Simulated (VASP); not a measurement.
Here is a VASP 6.6.1 calculation.

File POSCAR:

```
W
1.0
    5.0530320340      0.0000000000      0.0000000000
    0.0000000000      5.0530320340      0.0000000000
    0.0000000000      0.0000000000      5.0530320340
W
8
Direct
    0.0000000000      0.0000000000      0.0000000000
    0.5000000000      0.5000000000      0.5000000000
    0.0000000000      0.5000000000      0.2500000000
    0.0000000000      0.5000000000      0.7500000000
    0.2500000000      0.0000000000      0.5000000000
    0.7500000000      0.0000000000      0.5000000000
    0.5000000000      0.7500000000      0.0000000000
    0.5000000000      0.2500000000      0.0000000000
```

INCAR.step1

```
PREC = Accurate
ENCUT = 520
ISMEAR = 0
SIGMA = 0.1
LREAL = False
LASPH = True
NELM = 80
NBANDS = 66
GGA = PE
ALGO = Normal
EDIFF = 1E-4
LWAVE = True
LCHARG = False
```

Contents of INCAR.step2:

```
PREC = Accurate
ENCUT = 520
EDIFF = 1E-6
ISMEAR = 0
SIGMA = 0.1
LREAL = False
LASPH = True
NELM = 80
ALGO = Normal
ISIF = 2
LWAVE = False
LCHARG = True
METAGGA = R2SCAN
LMIXTAU = True
LELF = True
LVHAR = True
NBANDS = 66
ISTART = 1
```

The input KPOINTS:

```
Automatic mesh
0
Gamma
  8 8 8
```

Potentials or basis: VASP PAW PBE potentials, release 64 (W_sv).

Run with:

```console
$ cat potpaw_PBE.64/W_sv/POTCAR > POTCAR
$ cp INCAR.step1 INCAR
$ mpirun -np 1 vasp_std > vasp.out
$ cp INCAR.step2 INCAR
$ mpirun -np 1 vasp_std > vasp.out
```

(1) What does it give for the pressure?

(2) Estimate the band gap on the k mesh.

## Answers

(1) 1.2 GPa.

(2) zero (bands 56 and 57 overlap by 0.77 eV).

Caveat: the PAW data sets were made with another functional, which shifts forces and pressure a little; spin-orbit coupling is left out, which moves the levels of the heavy elements.
